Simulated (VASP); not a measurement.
# Ta (P6_3/mmc) in VASP: a series of runs

Ta is run at these levels: LDA; tasks: density of states.

All numbers are computed with VASP 6.6.1; they aren't measurements. Logs are shortened: lines on timing, memory, paths and dates and some standing lists are left out, and cuts for length are marked.

## (1) The cell of the first run

The structure is hexagonal, space group P6_3/mmc (No. 194). Conventional cell: a = 2.900 Å, b = 2.900 Å, c = 5.166 Å, α = 90.00°, β = 90.00°, γ = 120.00°. Ta (site symmetry -6m2) has 12 Ta at 2.90 to 3.08 Å within 3.8 Å.

## (2) Density of states, LDA

File POSCAR:

```
Ta
1.0
    2.9003720726      0.0000000000      0.0000000000
   -1.4501860363      2.5117958953      0.0000000000
    0.0000000000      0.0000000000      5.1662740000
Ta
2
Direct
    0.6666666667      0.3333333333      0.7500000000
    0.3333333333      0.6666666667      0.2500000000
```

File INCAR.step1:

```
ALGO = Normal
EDIFF = 1E-7
ENCUT = 520
GGA = CA
ISIF = 2
ISMEAR = -1
LASPH = T
LCHARG = T
LMAXMIX = 4
LREAL = F
LWAVE = F
NBANDS = 18
NELM = 100
PREC = Accurate
SIGMA = 0.05
```

File KPOINTS.step1:

```
k-points
0
Gamma
  11 11 6
```

File INCAR.step2:

```
ALGO = Normal
EDIFF = 1E-7
ENCUT = 520
GGA = CA
ICHARG = 11
ISIF = 2
ISMEAR = -5
LASPH = T
LCHARG = F
LMAXMIX = 4
LORBIT = 10
LREAL = F
LWAVE = F
NEDOS = 1001
NELM = 100
PREC = Accurate
SIGMA = 0.05
```

File KPOINTS.step2:

```
k-points
0
Gamma
  17 17 9
```

Potentials or basis: VASP PAW LDA potentials, release 64 (Ta_pv).

Run with:

```bash
> cat potpaw_LDA.64/Ta_pv/POTCAR > POTCAR
> cp INCAR.step1 INCAR
> cp KPOINTS.step1 KPOINTS
> mpirun -np 1 vasp_std > vasp.out
> cp INCAR.step2 INCAR
> cp KPOINTS.step2 KPOINTS
> mpirun -np 1 vasp_std > vasp.out
```

OUTCAR:

```text
EDIFF = 1E-7
   ENCUT = 520
   GGA = CA
   ICHARG = 11
   ISIF = 2
   ISMEAR = -5
   LASPH = T
   LORBIT = 10
   LREAL = F
   NELM = 100
   PREC = Accurate

 ion  position               nearest neighbor table
   1  0.667  0.333  0.750-   2 3.08   2 3.08   2 3.08   2 3.08   2 3.08   2 3.08
   2  0.333  0.667  0.250-   1 3.08   1 3.08   1 3.08   1 3.08   1 3.08   1 3.08

  LATTYP: Found a hexagonal cell.
 ALAT       =     2.9003720726
 C/A-ratio  =     1.7812452577

  Lattice vectors:

 A1 = (   2.9003720726,   0.0000000000,   0.0000000000)
 A2 = (  -1.4501860363,   2.5117958953,   0.0000000000)
 A3 = (   0.0000000000,   0.0000000000,   5.1662740000)

Analysis of symmetry for initial positions (statically):
=====================================================================
 Subroutine PRICEL returns:
 Original cell was already a primitive cell.

 Routine SETGRP: Setting up the symmetry group for a
 hexagonal supercell.

 Subroutine GETGRP returns: Found 24 space group operations
 (whereof 12 operations were pure point group operations)
 out of a pool of 24 trial point group operations.

The static configuration has the point symmetry D_3d.
 The point group associated with its full space group is D_6h.

Analysis of symmetry for dynamics (positions and initial velocities):
=====================================================================
 Subroutine PRICEL returns:
 Original cell was already a primitive cell.

 Routine SETGRP: Setting up the symmetry group for a
 hexagonal supercell.

 Subroutine GETGRP returns: Found 24 space group operations
 (whereof 12 operations were pure point group operations)
 out of a pool of 24 trial point group operations.

The dynamic configuration has the point symmetry D_3d.
 The point group associated with its full space group is D_6h.

 Subroutine INISYM returns: Found 24 space group operations
 (whereof 12 operations are pure point group operations),
 and found     1 'primitive' translations

----------------------------------------------------------------------------------------

                                     Primitive cell

  volume of cell :      37.6370

  direct lattice vectors                    reciprocal lattice vectors
     2.900372073  0.000000000  0.000000000     0.344783350  0.199060760  0.000000000
    -1.450186036  2.511795895  0.000000000     0.000000000  0.398121520  0.000000000
     0.000000000  0.000000000  5.166274000     0.000000000  0.000000000  0.193563098

  length of vectors
     2.900372073  2.900372073  5.166274000     0.398121520  0.398121520  0.193563098

  position of ions in fractional coordinates (direct lattice)
     0.666666667  0.333333333  0.750000000
     0.333333333  0.666666667  0.250000000

  ion indices of the primitive-cell ions
   primitive index   ion index
                 1           1
                 2           2

----------------------------------------------------------------------------------------

 KPOINTS: k-points

Automatic generation of k-mesh.
 Grid dimensions read from file:
 generate k-points for:   17   17    9

 Generating k-lattice:

  Cartesian coordinates                     Fractional coordinates (reciprocal lattice)
     0.020281374  0.011709456  0.000000000     0.058823529 -0.000000000  0.000000000
     0.000000000  0.023418913  0.000000000     0.000000000  0.058823529  0.000000000
     0.000000000  0.000000000  0.021507011     0.000000000  0.000000000  0.111111111

  Length of vectors
     0.023418913  0.023418913  0.021507011

  Shift w.r.t. Gamma in fractional coordinates (k-lattice)
     0.000000000  0.000000000  0.000000000

 TETIRR: Found   2533 inequivalent tetrahedra from    15606

 Subroutine IBZKPT returns following result:
 ===========================================

 Found    165 irreducible k-points:

 Following reciprocal coordinates:
            Coordinates               Weight
  0.000000  0.000000  0.000000      1.000000
  0.058824  0.000000  0.000000      6.000000
  0.117647  0.000000  0.000000      6.000000
  0.176471  0.000000  0.000000      6.000000
  0.235294  0.000000  0.000000      6.000000
  0.294118  0.000000  0.000000      6.000000
[... 16 lines left out ...]
  0.411765  0.117647  0.000000     12.000000
  0.176471  0.176471  0.000000      6.000000
 [... further k-points ...]
   k-points           NKPTS =    165   k-points in BZ     NKDIM =    165   number of bands    NBANDS=     15
   number of dos      NEDOS =   1001   number of ions     NIONS =      2
   total plane-waves  NPLWV =  23040
   dimension x,y,z NGX =    24 NGY =   24 NGZ =   40
   dimension x,y,z NGXF=    48 NGYF=   48 NGZF=   80
   ions per type =               2
   NGX,Y,Z   is equivalent  to a cutoff of  13.76, 13.76, 12.87 a.u.
   NGXF,Y,Z  is equivalent  to a cutoff of  27.51, 27.51, 25.74 a.u.
 SYSTEM =  unknown system
   PREC   = accura    normal or accurate (medium, high low for compatibility)
   ISTART =      0    job   : 0-new  1-cont  2-samecut
   ICHARG =     11    charge: 1-file 2-atom 10-const
   ISPIN  =      1    spin polarized calculation?
   LNONCOLLINEAR =      F non collinear calculations
   LSORBIT =      F    spin-orbit coupling
   LASPH  =      T    aspherical Exc in radial PAW
   ENCUT  =  520.0 eV  38.22 Ry    6.18 a.u.   5.39  5.39  9.61*2*pi/ulx,y,z
   NELM   =    100;   NELMIN=  2; NELMDL=  0     # of ELM steps
   EDIFF  = 0.1E-06   stopping-criterion for ELM
   LREAL  =      F    real-space projection
   EDIFFG = 0.1E-05   stopping-criterion for IOM
   NSW    =      0    number of steps for IOM
   IBRION =     -1    ionic relax: 0-MD 1-quasi-New 2-CG
   NFREE  =      0    steps in history (QN), initial steepest desc. (CG)
   ISIF   =      2    stress and relaxation
   ISYM   =      2    0-nonsym 1-usesym 2-fastsym
   POTIM  = 0.5000    time-step for ionic-motion
   TEBEG  =    0.0;   TEEND  =   0.0 temperature during run
   PSTRESS=    0.0 pullay stress
   NELECT =      22.0000    total number of electrons
   NUPDOWN=      -1.0000    fix difference up-down
   EMIN   =  10.00;   EMAX   =-10.00  energy-range for DOS
   EFERMI =   0.00;   METHOD = LEGACY
   ISMEAR =    -5;   SIGMA  =   0.05  broadening in eV -4-tet -1-fermi 0-gaus
   EFERMI_NEDOS =   21; number of points for ismear=-14 and -15
   IALGO  =     38    algorithm
   IMIX   =      4    mixing-type and parameters
     AMIX     =   0.40;   BMIX     =  1.00
     AMIX_MAG =   1.60;   BMIX_MAG =  1.00
  volume/ion in A,a.u.               =      18.82       126.99
  Fermi-wavevector in a.u.,A,eV,Ry     =   1.368812  2.586680 25.492516  1.873647
  Thomas-Fermi vector in A             =   2.494743
   LORBIT       =     10    0 simple, 1 ext, 2 COOP (PROOUT), +10 PAW based schemes
   GGA     = CA    functional components
   LHFCALC =     F    Hartree Fock is set to
   AEXX    =    0.0000 exact exchange contribution
   IVDW    =     0    specifies the selected vdW correction
   LEPSILON=     F    determine dielectric tensor
   LRPA    =     F    only Hartree local field effects (RPA)
 non-spin polarized calculation
 Fermi weights with tetrahedron method with Bloechl corrections
  energy-cutoff  :      520.00
  volume of cell :       37.64
 maximum number of plane-waves:      1045
 NGX is ok and might be reduce to    24

 number of electron      22.0000003 magnetization

 Free energy of the ion-electron system (eV)
  ---------------------------------------------------
  ext. energy  EPLUGINS =         0.00000000
  ---------------------------------------------------
  free energy    TOTEN  =       -24.96445291 eV

  energy without entropy =      -24.96445291  energy(sigma->0) =      -24.96445291

 E-fermi :   5.4421     XC(G=0): -12.5627

 val. band max:        5.5205183758   @ k =   0.1176   0.1176   0.1111
 cond. band min:       5.4212123074   @ k =   0.1765   0.1765   0.1111
 fundamental gap:     -0.0993060684
 Fermi energy:         5.4420715698

 k-point     1 :       0.0000    0.0000    0.0000
  band No.  band energies     occupation
      1     -28.9477      2.00000
      2     -28.1221      2.00000
      3     -27.9993      2.00000
      4     -27.9993      2.00000
      5     -27.9158      2.00000
      6     -27.9158      2.00000
      7      -2.6279      2.00000
      8       0.5963      2.00000
      9       4.8622      2.00000
     10       5.4877      1.87779
     11       6.0141      0.00000
     12       6.0141      0.00000
     13       6.5704      0.00000
     14       6.5704      0.00000
     15       8.3417      0.00000

 k-point     2 :       0.0588    0.0000    0.0000
  band No.  band energies     occupation
      1     -28.9365      2.00000
      2     -28.1234      2.00000
      3     -28.0359      2.00000
      4     -28.0092      2.00000
      5     -27.9534      2.00000
      6     -27.9226      2.00000
      7      -2.4943      2.00000
      8       0.7408      2.00000
      9       4.8874      2.00000
     10       5.3070      2.00045
     11       5.9232      0.00000
     12       6.1410      0.00000
     13       6.4375      0.00000
     14       6.6945      0.00000
     15       8.1196      0.00000
[... 365 lines left out ...]
      3     -28.5007      2.00000
      4     -28.3553      2.00000
      5     -28.2621      2.00000
      6     -28.2122      2.00000
      7       1.8542      2.00000
      8       2.1368      2.00000
      9       2.2725      2.00000
     10       4.7896      2.00000
     11       5.0825      2.08644
     12       5.8531     -0.00173
     13       6.0687      0.00000
     14      10.1576      0.00000
     15      10.3485      0.00000

 k-point    24 :       0.1765    0.1765    0.0000
  band No.  band energies     occupation
      1     -28.6934      2.00000
      2     -28.6135      2.00000
      3     -28.6113      2.00000
      4     -28.2251      2.00000
      5     -28.1742      2.00000
      6     -28.1374      2.00000
      7       0.3390      2.00000
      8       3.1418      2.00000
      9       3.2562      2.00000
     10       3.6902      2.00000
     11       5.0324      2.00000
     12       5.5658      0.11000
     13       6.8578      0.00000
     14       6.9306      0.00000
     15       9.3548      0.00000

 [... further k-points ...]

------------------------ aborting loop because EDIFF is reached ----------------------------------------

  FORCE on cell =-STRESS in cart. coord.  units (eV):
  Direction    XX          YY          ZZ          XY          YZ          ZX
  --------------------------------------------------------------------------------------
  -------------------------------------------------------------------------------------
  Total       -2.6574801     -2.6574801     -2.5826350      0.0000000      0.0000000      0.0000000
  in kB     -113.1266965   -113.1266965   -109.9406054      0.0000000      0.0000000      0.0000000
  external PRESSURE =    -112.0646662 kB  Pullay stress =       0.0000000 kB

 VOLUME and BASIS-vectors are now :
 -----------------------------------------------------------------------------
  energy-cutoff  :      520.00
  volume of cell :       37.64
      direct lattice vectors                 reciprocal lattice vectors
     2.900372073  0.000000000  0.000000000     0.344783350  0.199060760  0.000000000
    -1.450186036  2.511795895  0.000000000     0.000000000  0.398121520  0.000000000
     0.000000000  0.000000000  5.166274000     0.000000000  0.000000000  0.193563098

 POSITION                                       TOTAL-FORCE (eV/Angst)
 -----------------------------------------------------------------------------------
      1.45019      0.83727      3.87471         0.000000      0.000000      0.000000
     -0.00000      1.67453      1.29157        -0.000000      0.000000      0.000000
 -----------------------------------------------------------------------------------
    total drift:                               -0.000000      0.000000     -0.000000

  FREE ENERGIE OF THE ION-ELECTRON SYSTEM (eV)
  ---------------------------------------------------
  free  energy   TOTEN  =       -24.9644529130 eV

  energy  without entropy=      -24.9644529130  energy(sigma->0) =      -24.96445291

 total charge

# of ion       s       p       d       tot
------------------------------------------
    1        0.375   6.152   2.363   8.890
    2        0.375   6.152   2.363   8.890
--------------------------------------------------
tot          0.749  12.303   4.726  17.779
```

Run time: 60 s. Hardware: 1 thread of Intel Xeon Platinum 8259CL at 2.50GHz (Skylake/Cascade Lake), shared host; peak memory 0.2 GiB.

What came out:

| Property | Result |
| --- | --- |
| Valence electrons inside the program's atomic spheres | Ta 8.89 |

Caveat: spin-orbit coupling is left out, which moves the levels of the heavy elements; tetrahedron occupations give inexact forces and stress in metals.

## (3) Density of states, LDA, collinear spin, ferromagnetic start

POSCAR is that of step 2.

File INCAR.step1:

```
SYSTEM = Ta
PREC = Accurate
ENCUT = 520
EDIFF = 1E-7
ISMEAR = -1
SIGMA = 0.05
LREAL = .False.
LASPH = .True.
NELM = 150
ALGO = Normal
ISIF = 2
LWAVE = .False.
LCHARG = .True.
ISPIN = 2
MAGMOM = 0.6 0.6
LMAXMIX = 4
NBANDS = 22
```

File KPOINTS.step1:

```
regular mesh
0
Gamma
  11 11 6
  0 0 0
```

File INCAR.step2:

```
SYSTEM = Ta
PREC = Accurate
ENCUT = 520
EDIFF = 1E-7
ISMEAR = -5
SIGMA = 0.05
LREAL = .False.
LASPH = .True.
NELM = 150
ALGO = Normal
ISIF = 2
LWAVE = .False.
LCHARG = .False.
ISPIN = 2
MAGMOM = 0.6 0.6
LORBIT = 11
LMAXMIX = 4
NEDOS = 1001
ICHARG = 11
```

File KPOINTS.step2:

```
regular mesh
0
Gamma
  17 17 9
  0 0 0
```

Potentials or basis: VASP PAW LDA potentials, release 64 (Ta_pv).

Run with:

```bash
> cat potpaw_LDA.64/Ta_pv/POTCAR > POTCAR
> cp INCAR.step1 INCAR
> cp KPOINTS.step1 KPOINTS
> mpirun -np 1 vasp_std > vasp.out
> cp INCAR.step2 INCAR
> cp KPOINTS.step2 KPOINTS
> mpirun -np 1 vasp_std > vasp.out
```

It took 3.9 min on 1 thread of Intel Xeon 6975P-C, shared host; peak memory 0.26 GiB.

The run converged. Its results:

```
Net moment                                            : 0.00 μB per cell
Valence electrons inside the program's atomic spheres : Ta 8.89
```

Levels at points of the mesh, in eV from the Fermi level:
Spin up:
| k point | band 9 | band 10 | band 11 | band 12 | band 13 | band 14 |
| --- | --- | --- | --- | --- | --- | --- |
| (0.00, 0.00, 0.00) | -0.58 | 0.05 | 0.57 | 0.57 | 1.13 | 1.13 |
Spin down:
```csv
k point,band 7,band 8,band 9,band 10,band 11,band 12,band 13,band 14,band 15,band 16
"(0.00, 0.00, 0.00)",-8.07,-4.85,-0.58,0.05,0.57,0.57,1.13,1.13,2.90,2.90
```

Caveat: spin-orbit coupling is left out, which moves the levels of the heavy elements; tetrahedron occupations give inexact forces and stress in metals.
